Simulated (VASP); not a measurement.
# BN (Cm) in VASP: further runs

BN is run at these levels: PBE; tasks: single point.

Everything below comes from runs of VASP 6.6.1. Logs are shortened: lines on timing, memory, paths and dates and some standing lists are left out, and cuts for length are marked.

## (1) The cell of the first run

It takes space group Cm (No. 8, monoclinic). Conventional cell: a = 4.425 Å, b = 2.555 Å, c = 4.225 Å, α = 90.00°, β = 90.00°, γ = 90.00°. B (site symmetry m) has 4 N at 1.42 to 1.81 Å within 1.9 Å. Within 1.7 Å of B (site symmetry m) lie 3 N at 1.27 to 1.69 Å. N (site symmetry m) has 3 B at 1.27 to 1.69 Å within 1.7 Å. Within 1.9 Å of N (site symmetry m) lie 4 B at 1.42 to 1.81 Å.

## (2) Single point, PBE

Contents of INCAR:

```
SYSTEM = BN
PREC = Accurate ; ENCUT = 520
EDIFF = 1E-6 ; ISMEAR = 0
SIGMA = 0.05 ; LREAL = .FALSE.
LASPH = .TRUE. ; NELM = 80
ALGO = Normal ; ISIF = 2
LWAVE = .FALSE. ; LCHARG = .FALSE.
GGA = PE ; NBANDS = 16
```

Contents of KPOINTS:

```
Automatic mesh
0
G
  12 12 6
  0 0 0
```

Contents of POSCAR:

```
BN
1.0
    2.5545800962      0.0000000000      0.0000000000
   -1.2772900481      2.2123312593      0.0000000000
    0.0000000000      0.0000000000      4.2245145363
B N
2 2
Direct
    0.6666666667      0.3333333333      0.9998058548
    0.3333333333      0.6666666667      0.4998058548
    0.6028555399      0.2057110799      0.6011906409
    0.2695222066      0.5390444132      0.1011906409
```

Potentials or basis: VASP PAW PBE potentials, release 64 (B, N).

On the command line:

```
$ cat potpaw_PBE.64/B/POTCAR potpaw_PBE.64/N/POTCAR > POTCAR
$ mpirun -np 1 vasp_std > vasp.out
```

OUTCAR:

```text
SYSTEM = BN
   PREC = Accurate
   ENCUT = 520
   EDIFF = 1E-6
   ISMEAR = 0
   LREAL = .FALSE.
   LASPH = .TRUE.
   NELM = 80
   ISIF = 2
   GGA = PE

 ion  position               nearest neighbor table
   1  0.667  0.333  1.000-   4 1.42   4 1.42   3 1.71   4 1.81
   2  0.333  0.667  0.500-   3 1.27   3 1.69   3 1.69   4 1.71
   3  0.603  0.206  0.601-   2 1.27   2 1.69   2 1.69   1 1.71
   4  0.270  0.539  0.101-   1 1.42   1 1.42   2 1.71   1 1.81

  LATTYP: Found a hexagonal cell.
 ALAT       =     2.5545800962
 C/A-ratio  =     1.6537021261

  Lattice vectors:

 A1 = (   2.5545800962,   0.0000000000,   0.0000000000)
 A2 = (  -1.2772900481,   2.2123312593,   0.0000000000)
 A3 = (   0.0000000000,   0.0000000000,   4.2245145363)

Analysis of symmetry for initial positions (statically):
=====================================================================
 Subroutine PRICEL returns:
 Original cell was already a primitive cell.

 Routine SETGRP: Setting up the symmetry group for a
 hexagonal supercell.

 Subroutine GETGRP returns: Found  2 space group operations
 (whereof  2 operations were pure point group operations)
 out of a pool of 24 trial point group operations.

The static configuration has the point symmetry C_1h.

Analysis of symmetry for dynamics (positions and initial velocities):
=====================================================================
 Subroutine PRICEL returns:
 Original cell was already a primitive cell.

 Routine SETGRP: Setting up the symmetry group for a
 hexagonal supercell.

 Subroutine GETGRP returns: Found  2 space group operations
 (whereof  2 operations were pure point group operations)
 out of a pool of 24 trial point group operations.

The dynamic configuration has the point symmetry C_1h.

 Subroutine INISYM returns: Found  2 space group operations
 (whereof  2 operations are pure point group operations),
 and found     1 'primitive' translations

----------------------------------------------------------------------------------------

                                     Primitive cell

  volume of cell :      23.8752

  direct lattice vectors                    reciprocal lattice vectors
[... 83 lines left out ...]
   ISTART =      0    job   : 0-new  1-cont  2-samecut
   ICHARG =      2    charge: 1-file 2-atom 10-const
   ISPIN  =      1    spin polarized calculation?
   LNONCOLLINEAR =      F non collinear calculations
   LSORBIT =      F    spin-orbit coupling
   LASPH  =      T    aspherical Exc in radial PAW
   ENCUT  =  520.0 eV  38.22 Ry    6.18 a.u.   4.75  4.75  7.85*2*pi/ulx,y,z
   NELM   =     80;   NELMIN=  2; NELMDL= -5     # of ELM steps
   EDIFF  = 0.1E-05   stopping-criterion for ELM
   LREAL  =      F    real-space projection
   EDIFFG = 0.1E-04   stopping-criterion for IOM
   NSW    =      0    number of steps for IOM
   IBRION =     -1    ionic relax: 0-MD 1-quasi-New 2-CG
   NFREE  =      0    steps in history (QN), initial steepest desc. (CG)
   ISIF   =      2    stress and relaxation
   ISYM   =      2    0-nonsym 1-usesym 2-fastsym
   POTIM  = 0.5000    time-step for ionic-motion
   TEBEG  =    0.0;   TEEND  =   0.0 temperature during run
   PSTRESS=    0.0 pullay stress
   NELECT =      16.0000    total number of electrons
   NUPDOWN=      -1.0000    fix difference up-down
   EMIN   =  10.00;   EMAX   =-10.00  energy-range for DOS
   EFERMI =   0.00;   METHOD = LEGACY
   ISMEAR =     0;   SIGMA  =   0.05  broadening in eV -4-tet -1-fermi 0-gaus
   EFERMI_NEDOS =   21; number of points for ismear=-14 and -15
   IALGO  =     38    algorithm
   IMIX   =      4    mixing-type and parameters
     AMIX     =   0.40;   BMIX     =  1.00
     AMIX_MAG =   1.60;   BMIX_MAG =  1.00
  volume/ion in A,a.u.               =       5.97        40.28
  Fermi-wavevector in a.u.,A,eV,Ry     =   1.432625  2.707270 27.924811  2.052416
  Thomas-Fermi vector in A             =   2.552232
   LORBIT       =      0    0 simple, 1 ext, 2 COOP (PROOUT), +10 PAW based schemes
   GGA     = PE    functional components
   LHFCALC =     F    Hartree Fock is set to
   AEXX    =    0.0000 exact exchange contribution
   IVDW    =     0    specifies the selected vdW correction
   LEPSILON=     F    determine dielectric tensor
   LRPA    =     F    only Hartree local field effects (RPA)
 non-spin polarized calculation
 Gauss-broadening in eV      SIGMA  =   0.05
  energy-cutoff  :      520.00
  volume of cell :       23.88
 maximum number of plane-waves:       660
   NGX =  9   NGY =  9   NGZ = 15

 number of electron      16.0000003 magnetization

 Free energy of the ion-electron system (eV)
  ---------------------------------------------------
  ext. energy  EPLUGINS =         0.00000000
  ---------------------------------------------------
  free energy    TOTEN  =       -32.30303804 eV

  energy without entropy =      -32.30303804  energy(sigma->0) =      -32.30303804

 E-fermi :   8.7724     XC(G=0): -12.7438

 val. band max:        8.4817619078   @ k =   0.0000   0.0000   0.0000
 cond. band min:      12.3626099359   @ k =   0.5000   0.0000   0.0000
 fundamental gap:      3.8808480281
 Fermi energy:         8.7723774153

 k-point     1 :       0.0000    0.0000    0.0000
  band No.  band energies     occupation
      1     -12.9641      2.00000
      2      -8.9869      2.00000
      3      -3.1843      2.00000
      4       3.3893      2.00000
      5       3.5678      2.00000
      6       7.6103      2.00000
[... 433 lines left out ...]
      3      -1.7892      2.00000
      4      -0.2399      2.00000
      5       0.2391      2.00000
      6       2.9542      2.00000
[... 8 lines left out ...]
     15      24.4104      0.00000
     16      24.9007      0.00000

 [... further k-points ...]
[... 5 lines left out ...]
  --------------------------------------------------------------------------------------
  -------------------------------------------------------------------------------------
  Total        2.9114237      9.2520675      2.5863899      0.0000000      2.3268380      0.0000000
  in kB      195.3752347    620.8731625    173.5633782      0.0000000    156.1457740      0.0000000
  external PRESSURE =     329.9372584 kB  Pullay stress =       0.0000000 kB

 VOLUME and BASIS-vectors are now :
 -----------------------------------------------------------------------------
  energy-cutoff  :      520.00
  volume of cell :       23.88
      direct lattice vectors                 reciprocal lattice vectors
     2.554580096  0.000000000  0.000000000     0.391453766  0.226005937  0.000000000
    -1.277290048  2.212331259  0.000000000     0.000000000  0.452011875  0.000000000
     0.000000000  0.000000000  4.224514536     0.000000000  0.000000000  0.236713590

 POSITION                                       TOTAL-FORCE (eV/Angst)
 -----------------------------------------------------------------------------------
      1.27729      0.73744      4.22369        -0.000000     -4.673399     -2.849281
     -0.00000      1.47489      2.11144        -0.000000    -12.025831     -4.369057
      1.27729      0.45510      2.53974         0.000000     12.181454      4.356476
      0.00000      1.19254      0.42748        -0.000000      4.517776      2.861863
 -----------------------------------------------------------------------------------
    total drift:                                0.000001      0.000091      0.000130

  FREE ENERGIE OF THE ION-ELECTRON SYSTEM (eV)
  ---------------------------------------------------
  free  energy   TOTEN  =       -32.3030380363 eV

  energy  without entropy=      -32.3030380363  energy(sigma->0) =      -32.30303804
```

stdout:

```text
POSCAR found type information on POSCAR B N
 POSCAR found :  2 types and       4 ions
 scaLAPACK will be used
 LDA part: xc-table for (Slater+PW92), standard interpolation
 POSCAR, INCAR and KPOINTS ok, starting setup
 FFT: planning ... GRIDC
 FFT: planning ... GRID_SOFT
 FFT: planning ... GRID
 WAVECAR not read
 entering main loop
```

It took 36 s on 1 thread of AMD EPYC 9R45 (Zen 5), shared host; peak memory 0.16 GiB.

Results:

| Property | Result |
| --- | --- |
| Free energy | -32.3030 eV |
| Pressure | 33.0 GPa |
| Largest force | 12.937 eV/Å |
| Band gap on the k mesh | 3.88 eV, indirect (least direct gap 5.80 eV) |

Forces in eV/Å, atoms in the order of the input:
```
B     0.000  -4.673  -2.849
B     0.000 -12.026  -4.369
N     0.000  12.181   4.356
N     0.000   4.518   2.862
```

Levels at points of the mesh, in eV from the valence-band top:
| k point | band 5 | band 6 | band 7 | band 8 | band 9 | band 10 | band 11 | band 12 |
| --- | --- | --- | --- | --- | --- | --- | --- | --- |
| (0.00, 0.00, 0.00) | -4.91 | -0.87 | -0.46 | 0.00 | 5.80 | 6.20 | 6.73 | 7.54 |
| (0.50, 0.00, 0.00) | -7.65 | -5.79 | -5.00 | -2.85 | 3.88 | 5.05 | 8.69 | 10.79 |
| (0.00, 0.50, 0.00) | -7.34 | -7.06 | -4.91 | -3.75 | 5.54 | 6.94 | 10.03 | 10.55 |
| (0.00, 0.00, 0.50) | -5.00 | -4.00 | -0.62 | -0.44 | 5.88 | 6.11 | 6.88 | 8.95 |
| (0.50, 0.00, 0.50) | -6.17 | -5.31 | -3.18 | -3.10 | 3.91 | 4.52 | 6.59 | 8.12 |
| (0.00, 0.50, 0.50) | -6.68 | -4.42 | -4.09 | -3.82 | 3.90 | 5.92 | 7.56 | 9.73 |

Caveat: the cell differs from its parent crystal (all N atoms moved +0.300 Å, as atom 3 towards its neighbour atom 2 (B) at 1.567 Å); forces of over 1 eV/Å act on the atoms, so gaps and moduli don't describe the material at rest. A k mesh can miss the band edges.

## (3) Single point, PBE

Contents of INCAR:

```
  ALGO = Normal
  EDIFF = 1E-6
  ENCUT = 520
  GGA = PE
  ISIF = 2
  ISMEAR = 0
  LASPH = T
  LCHARG = F
  LREAL = F
  LWAVE = F
  NBANDS = 16
  NELM = 100
  PREC = Accurate
  SIGMA = 0.05
```

Contents of KPOINTS:

```
k-points
0
Gamma
  12 12 6
```

Changes to POSCAR since step 2:

```diff
@@ -10,3 +10,3 @@
     0.3333333333      0.6666666667      0.4998058548
-    0.6028555399      0.2057110799      0.6011906409
-    0.2695222066      0.5390444132      0.1011906409
+    0.7145250117      0.4290500234      0.6431967734
+    0.3811916784      0.7623833567      0.1431967734
```

Potentials or basis: VASP PAW PBE potentials, release 64 (B, N).

On the command line:

```
$ cat potpaw_PBE.64/B/POTCAR potpaw_PBE.64/N/POTCAR > POTCAR
$ mpirun -np 1 vasp_std > vasp.out
```

OUTCAR:

```text
EDIFF = 1E-6
   ENCUT = 520
   GGA = PE
   ISIF = 2
   ISMEAR = 0
   LASPH = T
   LREAL = F
   NELM = 100
   PREC = Accurate

 ion  position               nearest neighbor table
   1  0.667  0.333  1.000-   4 1.40   3 1.52   4 1.70   4 1.70
   2  0.333  0.667  0.500-   3 1.51   3 1.51   4 1.52   3 1.79
   3  0.715  0.429  0.643-   2 1.51   2 1.51   1 1.52   2 1.79
   4  0.381  0.762  0.143-   1 1.40   2 1.52   1 1.70   1 1.70

  LATTYP: Found a hexagonal cell.
[... 638 lines left out ...]
      6       2.8389      2.00000
[... 8 lines left out ...]
     15      23.9610      0.00000
     16      25.1189      0.00000

 [... further k-points ...]
[... 5 lines left out ...]
  --------------------------------------------------------------------------------------
  -------------------------------------------------------------------------------------
  Total        0.9232339      3.3622760      1.0597254      0.0000000     -0.8918703      0.0000000
  in kB       61.9549243    225.6303171     71.1143824      0.0000000    -59.8502248      0.0000000
  external PRESSURE =     119.5665413 kB  Pullay stress =       0.0000000 kB

 VOLUME and BASIS-vectors are now :
 -----------------------------------------------------------------------------
  energy-cutoff  :      520.00
  volume of cell :       23.88
      direct lattice vectors                 reciprocal lattice vectors
     2.554580096  0.000000000  0.000000000     0.391453766  0.226005937  0.000000000
    -1.277290048  2.212331259  0.000000000     0.000000000  0.452011875  0.000000000
     0.000000000  0.000000000  4.224514536     0.000000000  0.000000000  0.236713590

 POSITION                                       TOTAL-FORCE (eV/Angst)
 -----------------------------------------------------------------------------------
      1.27729      0.73744      4.22369         0.000000      5.482362      0.458877
     -0.00000      1.47489      2.11144        -0.000000      2.907890      0.975853
      1.27729      0.94920      2.71719        -0.000000     -2.819017     -0.999398
      0.00000      1.68664      0.60494        -0.000000     -5.571236     -0.435332
 -----------------------------------------------------------------------------------
    total drift:                               -0.000000     -0.000102      0.000275

  FREE ENERGIE OF THE ION-ELECTRON SYSTEM (eV)
  ---------------------------------------------------
  free  energy   TOTEN  =       -33.7910762712 eV

  energy  without entropy=      -33.7910762712  energy(sigma->0) =      -33.79107627
```

Run time: 37 s. Hardware: 1 thread of AMD EPYC 9R45 (Zen 5), shared host; peak memory 0.16 GiB.

Results:

| Item | Value |
| --- | --- |
| Free energy | -33.7911 eV |
| Pressure | 12.0 GPa |
| Largest force | 5.588 eV/Å |
| Band gap on the k mesh | 3.08 eV, indirect (least direct gap 6.42 eV) |

Forces in eV/Å, atoms in the order of the input:
```
B    0.000  5.482  0.459
B    0.000  2.908  0.976
N    0.000 -2.819 -0.999
N    0.000 -5.571 -0.435
```

Stress tensor (GPa, compression positive):
```
 6.20  0.00  0.00
 0.00 22.56 -5.99
 0.00 -5.99  7.11
```

Caveat: the cell differs from its parent crystal (all N atoms moved -0.225 Å, as atom 3 towards its neighbour atom 2 (B) at 1.567 Å); forces of over 1 eV/Å act on the atoms, so gaps and moduli don't describe the material at rest. A k mesh can miss the band edges.
